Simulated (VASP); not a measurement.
NaSnCl3: single point with r2SCAN

Crystal: NaSnCl3.

```
CELL_PARAMETERS angstrom
5.63643 0.00000 0.00000
0.00000 5.63643 0.00000
0.00000 0.00000 5.63643
ATOMIC_POSITIONS crystal
Na 0.00000 0.00000 0.00000
Sn 0.50000 0.50000 0.50000
Cl 0.50000 0.50000 0.00000
Cl 0.50000 0.00000 0.50000
Cl 0.00000 0.50000 0.50000
```

```
Program                : VASP 6.6.1
Task                   : single point
Functional             : r2SCAN
Potentials or basis    : VASP PAW PBE potentials, release 64 (Na_pv, Sn_d, Cl)
Cutoff                 : 520 eV
k mesh                 : 4 × 4 × 4
Occupations            : gaussian, width 0.01 eV
Spin                   : no spin polarisation
Dipole correction      : no
Further INCAR settings : ALGO = Normal; EDIFF = 1e-06; NBANDS = 29
```

```yaml
Pressure: -1.3 GPa
Band_gap_on_the_k_mesh: 1.29 eV
```

Levels at points of the mesh, in eV from the valence-band top:
| k point | band 17 | band 18 | band 19 | band 20 | band 21 | band 22 | band 23 | band 24 | band 25 | band 26 |
| --- | --- | --- | --- | --- | --- | --- | --- | --- | --- | --- |
| (0.00, 0.00, 0.00) | -3.52 | -3.52 | -3.51 | -3.51 | -3.51 | 1.52 | 5.33 | 5.33 | 5.33 | 5.54 |
| (0.50, 0.00, 0.00) | -3.72 | -3.61 | -3.51 | -3.51 | -2.22 | 2.20 | 2.79 | 3.75 | 4.79 | 4.79 |
| (0.50, 0.50, 0.00) | -3.86 | -3.70 | -3.70 | -3.12 | -1.06 | 1.75 | 1.75 | 3.15 | 4.32 | 4.84 |
| (0.50, 0.50, 0.50) | -3.89 | -3.11 | -3.11 | -3.11 | 0.00 | 1.29 | 1.29 | 1.29 | 2.53 | 5.83 |

Wall time 80 s on 1 thread of Intel(R) Xeon(R) 6975P-C (Granite Rapids) (shared host), peak memory 0.31 GiB.

Caveat: the PAW data sets were made with another functional, which shifts forces and pressure a little; spin-orbit coupling is left out, which moves the levels of the heavy elements. A k mesh can miss the band edges.
